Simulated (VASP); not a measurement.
# CaS (Fm-3m) in VASP: further runs

The runs below take CaS through elastic constants, with PBEsol.

Everything below comes from runs of VASP 6.6.1. Logs are shortened: lines on timing, memory, paths and dates and some standing lists are left out, and cuts for length are marked.

## 1. The cell of the first run

Symmetry: Fm-3m, No. 225, cubic system. Conventional cell: a = 5.604 Å, b = 5.604 Å, c = 5.604 Å, α = 90.00°, β = 90.00°, γ = 90.00°. Within 3.7 Å of Ca (site symmetry m-3m) lie 6 S at 2.80 Å. S (site symmetry m-3m) has 6 Ca at 2.80 Å within 3.7 Å.

## 2. Elastic constants, PBEsol

The input, INCAR:

```
ALGO = Normal
EDIFF = 1E-8
ENCUT = 500
GGA = PS
GGA_COMPAT = F
IBRION = 6
ISIF = 3
ISMEAR = 0
LASPH = T
LCHARG = T
LREAL = F
LWAVE = F
NBANDS = 15
NELM = 120
NFREE = 2
NSW = 1
POTIM = 0.015
PREC = Accurate
SIGMA = 0.01
```

The input, KPOINTS:

```
k-points
0
Gamma
  8 8 8
```

The input, POSCAR:

```
CaS
1.0
    0.0000000000      2.8020983318      2.8020983318
    2.8020983318      0.0000000000      2.8020983318
    2.8020983318      2.8020983318      0.0000000000
Ca S
1 1
Direct
    0.0000000000      0.0000000000      0.0000000000
    0.5000000000      0.5000000000      0.5000000000
```

Potentials or basis: VASP PAW PBE potentials, release 64 (Ca_sv, S).

On the command line:

```bash
cat potpaw_PBE.64/Ca_sv/POTCAR potpaw_PBE.64/S/POTCAR > POTCAR
mpirun -np 1 vasp_std > vasp.out
```

OUTCAR:

```text
EDIFF = 1E-8
   ENCUT = 500
   GGA = PS
   IBRION = 6
   ISIF = 3
   ISMEAR = 0
   LASPH = T
   LREAL = F
   NELM = 120
   NFREE = 2
   NSW = 1
   POTIM = 0.015
   PREC = Accurate

 ion  position               nearest neighbor table
   1  0.000  0.000  0.000-   2 2.80   2 2.80   2 2.80   2 2.80   2 2.80   2 2.80
   2  0.500  0.500  0.500-   1 2.80   1 2.80   1 2.80   1 2.80   1 2.80   1 2.80

  LATTYP: Found a face centered cubic cell.
 ALAT       =     5.6041966636

  Lattice vectors:

 A1 = (   0.0000000000,   2.8020983318,   2.8020983318)
 A2 = (   2.8020983318,   0.0000000000,   2.8020983318)
 A3 = (   2.8020983318,   2.8020983318,   0.0000000000)

Analysis of symmetry for initial positions (statically):
=====================================================================
 Subroutine PRICEL returns:
 Original cell was already a primitive cell.

 Routine SETGRP: Setting up the symmetry group for a
 face centered cubic supercell.

 Subroutine GETGRP returns: Found 48 space group operations
 (whereof 48 operations were pure point group operations)
 out of a pool of 48 trial point group operations.

The static configuration has the point symmetry O_h .

Analysis of symmetry for dynamics (positions and initial velocities):
=====================================================================
 Subroutine PRICEL returns:
 Original cell was already a primitive cell.

 Routine SETGRP: Setting up the symmetry group for a
 face centered cubic supercell.

 Subroutine GETGRP returns: Found 48 space group operations
 (whereof 48 operations were pure point group operations)
 out of a pool of 48 trial point group operations.

The dynamic configuration has the point symmetry O_h .

 Subroutine INISYM returns: Found 48 space group operations
 (whereof 48 operations are pure point group operations),
 and found     1 'primitive' translations

[... 764 lines left out ...]
      6       0.1677      2.00000
      7       1.3744      2.00000
      8       1.7225      2.00000
      9       7.9548      0.00000
     10       8.3100      0.00000
     11       9.5773      0.00000
     12       9.9316      0.00000
     13      10.2149      0.00000
     14      11.1634      0.00000
     15      12.6079      0.00000

 [... further k-points ...]

------------------------ aborting loop because EDIFF is reached ----------------------------------------

  FORCE on cell =-STRESS in cart. coord.  units (eV):
  Direction    XX          YY          ZZ          XY          YZ          ZX
  --------------------------------------------------------------------------------------
  -------------------------------------------------------------------------------------
  Total        0.3307618      0.3249854      0.3249854      0.0000000      0.0000000      0.0000000
  in kB       12.0433083     11.8329867     11.8329867      0.0000000      0.0000000      0.0000000
  external PRESSURE =      11.9030939 kB  Pullay stress =       0.0000000 kB
[... 17 lines left out ...]
  FREE ENERGIE OF THE ION-ELECTRON SYSTEM (eV)
  ---------------------------------------------------
  free  energy   TOTEN  =       -10.9123027282 eV

  energy  without entropy=      -10.9123027282  energy(sigma->0) =      -10.91230273

 INTERNAL STRAIN TENSORS FROM STRAINED CELLS
 ============================================

 INTERNAL STRAIN TENSOR FOR ION    1 for displacements in x,y,z  (eV/Angst):
          X           Y           Z          XY          YZ          ZX
  --------------------------------------------------------------------------------
  x    -0.00000    -0.00000     0.00000    -0.00000    -0.00000     0.00000
  y     0.00000     0.00000     0.00000    -0.00000    -0.00000     0.00000
  z     0.00000     0.00000    -0.00000    -0.00000     0.00000     0.00000

 INTERNAL STRAIN TENSORS FROM DISPLACED ATOMS
 ============================================

 INTERNAL STRAIN TENSOR FOR ION    1 for displacements in x,y,z  (eV/Angst):
          X           Y           Z          XY          YZ          ZX
  --------------------------------------------------------------------------------
  x     0.00000     0.00000     0.00000     0.00000     0.00000     0.00000
  y     0.00000     0.00000     0.00000     0.00000     0.00000     0.00000
  z     0.00000     0.00000     0.00000     0.00000     0.00000     0.00000

 INTERNAL STRAIN TENSOR FOR ION    2 for displacements in x,y,z  (eV/Angst):
          X           Y           Z          XY          YZ          ZX
  --------------------------------------------------------------------------------
  x     0.00000     0.00000     0.00000     0.00000     0.00000     0.00000
  y     0.00000     0.00000     0.00000     0.00000     0.00000     0.00000
  z     0.00000     0.00000     0.00000     0.00000     0.00000     0.00000

 Eigenvectors and eigenvalues of the dynamical matrix
 ----------------------------------------------------

   1 f  =    7.187254 THz    45.158850 2PiTHz  239.740993 cm-1    29.724081 meV
             X         Y         Z           dx          dy          dz
      0.000000  0.000000  0.000000    -0.666486   -0.000000   -0.000000
      2.802098  2.802098  2.802098     0.745517    0.000000   -0.000000
[... 21 lines left out ...]
   6 f/i=    0.001938 THz     0.012178 2PiTHz    0.064650 cm-1     0.008016 meV
             X         Y         Z           dx          dy          dz
      0.000000  0.000000  0.000000     0.184634    0.569806   -0.443878
      2.802098  2.802098  2.802098     0.165061    0.509402   -0.396823

--------------------------------------------------------------------------------------------------------

 ELASTIC MODULI CONTR FROM IONIC RELAXATION (kBar)
 Direction    XX          YY          ZZ          XY          YZ          ZX
 --------------------------------------------------------------------------------
 XX           0.0000      0.0000      0.0000      0.0000      0.0000      0.0000
 YY           0.0000      0.0000      0.0000      0.0000      0.0000      0.0000
 ZZ           0.0000      0.0000      0.0000      0.0000      0.0000      0.0000
 XY           0.0000      0.0000      0.0000      0.0000      0.0000      0.0000
 YZ           0.0000      0.0000      0.0000      0.0000      0.0000      0.0000
 ZX           0.0000      0.0000      0.0000      0.0000      0.0000      0.0000
 --------------------------------------------------------------------------------

 TOTAL ELASTIC MODULI (kBar)
 Direction    XX          YY          ZZ          XY          YZ          ZX
 --------------------------------------------------------------------------------
 XX        1506.2630    230.4509    230.4509     -0.0000     -0.0000     -0.0000
 YY         230.4509   1506.2630    230.4509      0.0000      0.0000     -0.0000
 ZZ         230.4509    230.4509   1506.2630     -0.0000      0.0000     -0.0000
 XY          -0.0000      0.0000     -0.0000    339.3255      0.0000      0.0000
 YZ          -0.0000      0.0000      0.0000      0.0000    339.3255      0.0000
 ZX          -0.0000     -0.0000     -0.0000      0.0000      0.0000    339.3255
 --------------------------------------------------------------------------------
```

OSZICAR:

```text
N       E                     dE             d eps       ncg     rms          rms(c)
DAV:   1     0.107576465118E+03    0.10758E+03   -0.73442E+03   870   0.973E+02
[... 211 lines left out ...]
DAV:   6    -0.109123069003E+02    0.17469E-05   -0.61556E-07  2484   0.530E-03    0.168E-02
DAV:   7    -0.109123140513E+02   -0.71509E-05   -0.73886E-05  2085   0.467E-02    0.153E-01
DAV:   8    -0.109123217592E+02   -0.77080E-05   -0.18566E-05  2078   0.211E-02    0.241E-01
DAV:   9    -0.109123100339E+02    0.11725E-04   -0.44709E-06  2036   0.105E-02    0.156E-01
DAV:  10    -0.109123032854E+02    0.67484E-05   -0.92509E-06  2190   0.140E-02    0.461E-02
DAV:  11    -0.109123027254E+02    0.56002E-06   -0.16176E-06  2302   0.623E-03    0.293E-03
DAV:  12    -0.109123027282E+02   -0.27969E-08   -0.53712E-08  1966   0.145E-03
  17 F= -.10912303E+02 E0= -.10912303E+02  d E =-.238869E-15
```

stdout:

```text
POSCAR found type information on POSCAR CaS
 POSCAR found :  2 types and       2 ions
 scaLAPACK will be used
 -----------------------------------------------------------------------------
|                                                                             |
|                                                                             |
|     You enforced a specific xc type in the INCAR file but a different       |
|     I HOPE YOU KNOW WHAT YOU ARE DOING!                                     |
[... 32 lines left out ...]
 Finite differences progress:
 bond charge predicted
 Finite differences progress:
 bond charge predicted
 Finite differences progress:
 bond charge predicted
 Finite differences progress:
 bond charge predicted
 Finite differences progress:
 bond charge predicted
 Finite differences progress:
 bond charge predicted
 Finite differences progress:
```

Run time: 6.4 min. Hardware: 1 thread of Intel Xeon 6975P-C (Granite Rapids), shared host; peak memory 0.3 GiB.

What came out:

```
Elastic constants C11, C12, C44                         : 151, 23, 34 GPa
Voigt bulk modulus                                      : 66 GPa
Highest phonon frequency at Γ, LO-TO splitting left out : 240 cm⁻¹
```

Phonon frequencies in cm⁻¹ (negative: imaginary):
| q point | frequencies |
| --- | --- |
| (0.000, 0.000, 0.000) | 0 0 0 240 240 240 |

Elastic tensor in Voigt notation (GPa, in the Cartesian axes of the cell as first typed):
```
151  23  23   0   0   0
 23 151  23   0   0   0
 23  23 151   0   0   0
  0   0   0  34   0   0
  0   0   0   0  34   0
  0   0   0   0   0  34
```

Clamped-ion elastic tensor (GPa):
```
151  23  23   0   0   0
 23 151  23   0   0   0
 23  23 151   0   0   0
  0   0   0  34   0   0
  0   0   0   0  34   0
  0   0   0   0   0  34
```

Caveat: the cell is under stress, which shifts elastic constants; the PAW data sets were made with another functional, which shifts forces and pressure a little.

## 3. Elastic constants, PBEsol

This run uses another cell than the first one, of 22.36 Å³/atom.

The input, INCAR:

```
PREC = Accurate
ENCUT = 500
EDIFF = 1E-8
ISMEAR = 0
SIGMA = 0.01
LREAL = False
LASPH = True
NELM = 120
ALGO = Normal
ISIF = 3
LWAVE = False
LCHARG = True
GGA = PS
NBANDS = 15
IBRION = 6
NFREE = 2
POTIM = 0.015
NSW = 1
GGA_COMPAT = False
```

The input, KPOINTS:

```
regular mesh
0
Gamma
  8 8 8
```

The input, POSCAR:

```
CaS
1.0
    0.0000000000      2.8171705071      2.8171705071
    2.8171705071      0.0000000000      2.8171705071
    2.8171705071      2.8171705071      0.0000000000
Ca S
1 1
Direct
    0.0000000000      0.0000000000      0.0000000000
    0.5000000000      0.5000000000      0.5000000000
```

Potentials or basis: VASP PAW PBE potentials, release 64 (Ca_sv, S).

On the command line:

```bash
cat potpaw_PBE.64/Ca_sv/POTCAR potpaw_PBE.64/S/POTCAR > POTCAR
mpirun -np 1 vasp_std > vasp.out
```

OUTCAR:

```text
PREC = Accurate
   ENCUT = 500
   EDIFF = 1E-8
   ISMEAR = 0
   LREAL = False
   LASPH = True
   NELM = 120
   ISIF = 3
   GGA = PS
   IBRION = 6
   NFREE = 2
   POTIM = 0.015
   NSW = 1

 ion  position               nearest neighbor table
   1  0.000  0.000  0.000-   2 2.82   2 2.82   2 2.82   2 2.82   2 2.82   2 2.82
   2  0.500  0.500  0.500-   1 2.82   1 2.82   1 2.82   1 2.82   1 2.82   1 2.82

  LATTYP: Found a face centered cubic cell.
 ALAT       =     5.6343410142

  Lattice vectors:

 A1 = (   0.0000000000,   2.8171705071,   2.8171705071)
 A2 = (   2.8171705071,   0.0000000000,   2.8171705071)
 A3 = (   2.8171705071,   2.8171705071,   0.0000000000)

Analysis of symmetry for initial positions (statically):
=====================================================================
 Subroutine PRICEL returns:
 Original cell was already a primitive cell.

 Routine SETGRP: Setting up the symmetry group for a
 face centered cubic supercell.

 Subroutine GETGRP returns: Found 48 space group operations
 (whereof 48 operations were pure point group operations)
 out of a pool of 48 trial point group operations.

The static configuration has the point symmetry O_h .

Analysis of symmetry for dynamics (positions and initial velocities):
=====================================================================
 Subroutine PRICEL returns:
 Original cell was already a primitive cell.
[... 798 lines left out ...]
  in kB        1.6798494      1.4823038      1.4823038      0.0000000     -0.0000000      0.0000000
  external PRESSURE =       1.5481524 kB  Pullay stress =       0.0000000 kB
[... 17 lines left out ...]
  FREE ENERGIE OF THE ION-ELECTRON SYSTEM (eV)
  ---------------------------------------------------
  free  energy   TOTEN  =       -10.9156023430 eV

  energy  without entropy=      -10.9156023430  energy(sigma->0) =      -10.91560234

 INTERNAL STRAIN TENSORS FROM STRAINED CELLS
 ============================================

 INTERNAL STRAIN TENSOR FOR ION    1 for displacements in x,y,z  (eV/Angst):
          X           Y           Z          XY          YZ          ZX
  --------------------------------------------------------------------------------
  x     0.00000     0.00000    -0.00000     0.00000     0.00000    -0.00000
  y     0.00000     0.00000    -0.00000     0.00000    -0.00000     0.00000
  z    -0.00000    -0.00000     0.00000     0.00000     0.00000    -0.00000

 INTERNAL STRAIN TENSORS FROM DISPLACED ATOMS
 ============================================

 INTERNAL STRAIN TENSOR FOR ION    1 for displacements in x,y,z  (eV/Angst):
          X           Y           Z          XY          YZ          ZX
  --------------------------------------------------------------------------------
  x     0.00000     0.00000     0.00000     0.00000     0.00000     0.00000
  y     0.00000     0.00000     0.00000     0.00000     0.00000     0.00000
  z     0.00000     0.00000     0.00000     0.00000     0.00000     0.00000

 INTERNAL STRAIN TENSOR FOR ION    2 for displacements in x,y,z  (eV/Angst):
          X           Y           Z          XY          YZ          ZX
  --------------------------------------------------------------------------------
  x     0.00000     0.00000     0.00000     0.00000     0.00000     0.00000
  y     0.00000     0.00000     0.00000     0.00000     0.00000     0.00000
  z     0.00000     0.00000     0.00000     0.00000     0.00000     0.00000

 Eigenvectors and eigenvalues of the dynamical matrix
 ----------------------------------------------------

   1 f  =    6.946550 THz    43.646459 2PiTHz  231.711958 cm-1    28.728608 meV
             X         Y         Z           dx          dy          dz
      0.000000  0.000000  0.000000     0.000000    0.666661    0.000000
      2.817171  2.817171  2.817171     0.000000   -0.745361    0.000000
[... 21 lines left out ...]
   6 f/i=    0.000251 THz     0.001577 2PiTHz    0.008373 cm-1     0.001038 meV
             X         Y         Z           dx          dy          dz
      0.000000  0.000000  0.000000     0.000000    0.000000    0.745361
      2.817171  2.817171  2.817171     0.000000    0.000000    0.666661

--------------------------------------------------------------------------------------------------------

 ELASTIC MODULI CONTR FROM IONIC RELAXATION (kBar)
 Direction    XX          YY          ZZ          XY          YZ          ZX
 --------------------------------------------------------------------------------
 XX           0.0000      0.0000      0.0000      0.0000      0.0000      0.0000
 YY           0.0000      0.0000      0.0000      0.0000      0.0000      0.0000
 ZZ           0.0000      0.0000      0.0000      0.0000      0.0000      0.0000
 XY           0.0000      0.0000      0.0000      0.0000      0.0000      0.0000
 YZ           0.0000      0.0000      0.0000      0.0000      0.0000      0.0000
 ZX           0.0000      0.0000      0.0000      0.0000      0.0000      0.0000
 --------------------------------------------------------------------------------

 TOTAL ELASTIC MODULI (kBar)
 Direction    XX          YY          ZZ          XY          YZ          ZX
 --------------------------------------------------------------------------------
 XX        1409.5061    230.5741    230.5741      0.0000      0.0000     -0.0000
 YY         230.5741   1409.5061    230.5741      0.0000      0.0000      0.0000
 ZZ         230.5741    230.5741   1409.5061      0.0000      0.0000     -0.0000
 XY           0.0000      0.0000      0.0000    338.4489      0.0000      0.0000
 YZ           0.0000      0.0000      0.0000      0.0000    338.4489     -0.0000
 ZX          -0.0000      0.0000     -0.0000      0.0000     -0.0000    338.4489
 --------------------------------------------------------------------------------
```

stdout:

```text
POSCAR found type information on POSCAR CaS
 POSCAR found :  2 types and       2 ions
 scaLAPACK will be used
 -----------------------------------------------------------------------------
|                                                                             |
|                                                                             |
|     You enforced a specific xc type in the INCAR file but a different       |
|     I HOPE YOU KNOW WHAT YOU ARE DOING!                                     |
[... 32 lines left out ...]
 Finite differences progress:
 bond charge predicted
 Finite differences progress:
 bond charge predicted
 Finite differences progress:
 bond charge predicted
 Finite differences progress:
 bond charge predicted
 Finite differences progress:
 bond charge predicted
 Finite differences progress:
 bond charge predicted
 Finite differences progress:
```

Run time: 7.3 min. Hardware: 1 thread of Intel Xeon 6975P-C (Granite Rapids), shared host; peak memory 0.31 GiB.

What came out:

```yaml
Elastic_constants_C11_C12_C44: 141, 23, 34 GPa
Voigt_bulk_modulus: 62 GPa
Highest_phonon_frequency_at_Γ_LO-TO_splitting_left_out: 232 cm⁻¹
```

Phonon frequencies in cm⁻¹ (negative: imaginary):
| q point | frequencies |
| --- | --- |
| (0.000, 0.000, 0.000) | 0 0 0 232 232 232 |

Elastic tensor in Voigt notation (GPa, in the Cartesian axes of the cell as first typed):
```
141  23  23   0   0   0
 23 141  23   0   0   0
 23  23 141   0   0   0
  0   0   0  34   0   0
  0   0   0   0  34   0
  0   0   0   0   0  34
```

Clamped-ion elastic tensor (GPa):
```
141  23  23   0   0   0
 23 141  23   0   0   0
 23  23 141   0   0   0
  0   0   0  34   0   0
  0   0   0   0  34   0
  0   0   0   0   0  34
```

Caveat: the PAW data sets were made with another functional, which shifts forces and pressure a little.
